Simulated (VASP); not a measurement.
A run of VASP 6.6.1:

File INCAR:

```
SYSTEM = TaMo2C3
  PREC = Accurate
  ENCUT = 600
  EDIFF = 1E-6
  ISMEAR = -1
  SIGMA = 0.1
  LREAL = .FALSE.
  LASPH = .TRUE.
  NELM = 120
  ALGO = Normal
  ISIF = 2
  LWAVE = .FALSE.
  LCHARG = .FALSE.
  GGA = PE
  NBANDS = 34
  GGA_COMPAT = .FALSE.
```

KPOINTS

```
Automatic mesh
0
G
  9 9 3
  0 0 0
```

Contents of POSCAR:

```
TaMo2C3
1.0
    3.1976235567      0.0000000000      0.0000000000
   -1.5988117784      2.7692232828      0.0000000000
    0.0000000000      0.0000000000      7.8860492871
Ta Mo C
1 2 3
Direct
    0.0000000000      0.0000000000      0.0000000000
    0.3333333333      0.6666666667      0.6692300000
    0.6666666667      0.3333333333      0.3307700000
    0.0000000000      0.0000000000      0.5000000000
    0.3333333333      0.6666666667      0.1679210000
    0.6666666667      0.3333333333      0.8320790000
```

Potentials or basis: VASP PAW PBE potentials, release 64 (Ta_pv, Mo_sv, C).

Run with:

```console
$ cat potpaw_PBE.64/Ta_pv/POTCAR potpaw_PBE.64/Mo_sv/POTCAR potpaw_PBE.64/C/POTCAR > POTCAR
$ mpirun -np 1 vasp_std > vasp.out
```

Hardware: 1 thread of Intel(R) Xeon(R) Platinum 8259CL CPU @ 2.50GHz (Skylake/Cascade Lake), on a shared host.

Task: Estimate the wall time of this run.

Result: It took 2.1 min on 1 thread of Intel(R) Xeon(R) Platinum 8259CL CPU @ 2.50GHz (Skylake/Cascade Lake) (shared host), peak memory 0.26 GiB. Counts: scf iterations 16, k points 31.
